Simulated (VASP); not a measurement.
Here is a VASP 6.6.1 calculation.

INCAR

```
ALGO = Normal
EDIFF = 1E-7
ENCUT = 520
GGA = PS
ISIF = 2
ISMEAR = 0
LASPH = T
LCHARG = F
LREAL = F
LWAVE = F
NBANDS = 31
NELM = 60
PREC = Accurate
SIGMA = 0.05
```

File KPOINTS:

```
k-points
0
Gamma
  6 6 6
```

Contents of POSCAR:

```
HfO2
1.0
    0.0000000000     -2.5220673945     -2.5220673945
    0.0000000000      2.5220673945     -2.5220673945
    5.0441347890      0.0000000000      0.0000000000
Hf O
2 4
Direct
    0.0000000000      0.0000000000      0.0000000000
    0.5000000000      0.5000000000      0.5000000000
    0.0000000000      0.5000000000      0.6699069777
    0.5000000000      0.0000000000      0.3300930223
    0.0000000000      0.5000000000      0.1699069777
    0.5000000000      0.0000000000      0.8300930223
```

Potentials or basis: VASP PAW PBE potentials, release 64 (Hf_pv, O).

Run with:

```console
$ cat potpaw_PBE.64/Hf_pv/POTCAR potpaw_PBE.64/O/POTCAR > POTCAR
$ mpirun -np 1 vasp_std > vasp.out
```

**Question.** What does it give for the largest force?

**Answer.** 1.350 eV/Å.

**Question.** What does it give for the band gap on the k mesh?

**Answer.** 4.30 eV (least direct gap 4.46 eV).

**Question.** Predict the pressure.

**Answer.** 13.4 GPa.

Stress tensor (GPa, compression positive):
```
19.91  0.00  0.00
 0.00 10.20  0.00
 0.00  0.00 10.20
```

Caveat: the cell differs from its parent crystal (atoms displaced along a vibrational mode); the cell stands under pressure; the PAW data sets were made with another functional, which shifts forces and pressure a little; spin-orbit coupling is left out, which moves the levels of the heavy elements. A k mesh can miss the band edges.
